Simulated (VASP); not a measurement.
Wanted: the native input for a VASP 6.6.1 run.

```yaml
Task: single point
Functional: PBE
Potentials_or_basis: VASP PAW PBE potentials, release 64 (Pt)
Cutoff: 520 eV
k_mesh: 22 × 22 × 22
Occupations: gaussian, width 0.15 eV
Spin: no spin polarisation
Dipole_correction: no
Further_INCAR_settings: ALGO = Fast; EDIFF = 1e-07; NBANDS = 11
```

The structure of Pt lies in POSCAR:

```
Pt
1.0
    0.0000000000      2.2873307371      1.5546987020
    2.2873307371      0.0000000000      1.5546987020
    2.2873307371      2.2873307371      0.0000000000
Pt
1
Direct
    0.0000000000      0.0000000000      0.0000000000
```

The input as run:

INCAR

```
PREC = Accurate
ENCUT = 520
EDIFF = 1E-7
ISMEAR = 0
SIGMA = 0.15
LREAL = False
LASPH = True
NELM = 60
ALGO = Fast
ISIF = 2
LWAVE = False
LCHARG = False
GGA = PE
NBANDS = 11
```

KPOINTS

```
regular mesh
0
Gamma
  22 22 22
```

Potentials or basis: VASP PAW PBE potentials, release 64 (Pt).

Launch:

```bash
$ cat potpaw_PBE.64/Pt/POTCAR > POTCAR
$ mpirun -np 1 vasp_std > vasp.out
```

It gave:

| Item | Value |
| --- | --- |
| Pressure | -6.5 GPa |
| Band gap on the k mesh | zero (bands 5 and 6 overlap by 2.06 eV) |

Caveat: the cell stands under tension; spin-orbit coupling is left out, which moves the levels of the heavy elements.

Run time: 120 s on 1 thread of Intel(R) Xeon(R) 6975P-C (Granite Rapids), with other jobs on the host, peak memory 0.27 GiB.
